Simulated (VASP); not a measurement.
**EuS: single point with PBE+U**

The system is EuS.

```
Eu S
1.0
     4.23306    0.00000    0.00000
     0.00000    4.23306    0.00000
     2.11653    2.11653    2.99323
Eu S
1 1
Direct
  0.50000 0.50000 0.00000
  0.00000 0.00000 0.00000
```

```
Program             : VASP 6.6.1
Task                : single point
Functional          : PBE
Potentials or basis : VASP PAW PBE potentials, release 64 (Eu, S)
Cutoff              : 600 eV
k mesh              : 4 × 4 × 5
Occupations         : gaussian, width 0.05 eV
Spin                : collinear spin, ferromagnetic start
Starting moments    : [7.56, 0.0] μB
Hubbard terms       : Eu f U = 6.0 eV
```

```json
{
 "Pressure": "0.4 GPa",
 "Band gap on the k mesh": "0.50 eV (least direct gap 0.76 eV)",
 "Net moment": "7.00 μB per cell",
 "Site moments": "Eu +6.72; S -0.06 μB",
 "Valence electrons inside the program's atomic spheres": "Eu 14.88; S 3.76"
}
```

Stress tensor (GPa, compression positive):
```
 0.41  0.03 -0.01
 0.03  0.41 -0.01
-0.01 -0.01  0.33
```

Levels at points of the mesh, in eV from the valence-band top:
Spin up:
| k point | band 11 | band 12 | band 13 | band 14 | band 15 | band 16 | band 17 | band 18 | band 19 | band 20 |
| --- | --- | --- | --- | --- | --- | --- | --- | --- | --- | --- |
| (0.00, 0.00, 0.00) | -0.56 | -0.56 | 0.00 | 0.00 | 0.00 | 2.01 | 2.40 | 2.40 | 2.40 | 3.26 |
| (0.50, 0.00, 0.00) | -0.66 | -0.59 | -0.59 | -0.56 | -0.56 | 4.09 | 4.52 | 5.00 | 5.00 | 7.81 |
| (0.00, 0.50, 0.00) | -0.66 | -0.59 | -0.59 | -0.56 | -0.56 | 4.09 | 4.52 | 5.00 | 5.00 | 7.81 |
| (0.50, 0.50, 0.00) | -0.61 | -0.61 | -0.58 | -0.27 | -0.27 | 0.50 | 4.41 | 4.42 | 5.81 | 6.06 |
Spin down:
| k point | band 6 | band 7 | band 8 | band 9 | band 10 | band 11 |
| --- | --- | --- | --- | --- | --- | --- |
| (0.00, 0.00, 0.00) | -1.45 | -1.45 | -1.45 | 2.44 | 3.04 | 3.04 |
| (0.50, 0.00, 0.00) | -4.00 | -2.60 | -2.60 | 4.25 | 5.20 | 5.97 |
| (0.00, 0.50, 0.00) | -4.00 | -2.60 | -2.60 | 4.25 | 5.20 | 5.97 |
| (0.50, 0.50, 0.00) | -2.62 | -1.82 | -1.82 | 1.01 | 5.02 | 5.26 |

Eigenvalues of the final occupation matrices:
| site | spin | trace | eigenvalues |
| --- | --- | --- | --- |
| site 1 f | 1 | 6.83 | 0.97 0.97 0.98 0.98 0.98 0.98 0.98 |
| site 1 f | 2 | 0.01 | 0.00 0.00 0.00 0.00 0.00 0.00 0.00 |

Wall time 4.7 min on 1 thread of Oxide Virtual Turin-like Processor (shared host), peak memory 0.28 GiB.

Caveat: spin-orbit coupling is left out, which moves the levels of the heavy elements; a cell with one magnetic atom can't hold antiferromagnetic order, which such compounds often take. A k mesh can miss the band edges.
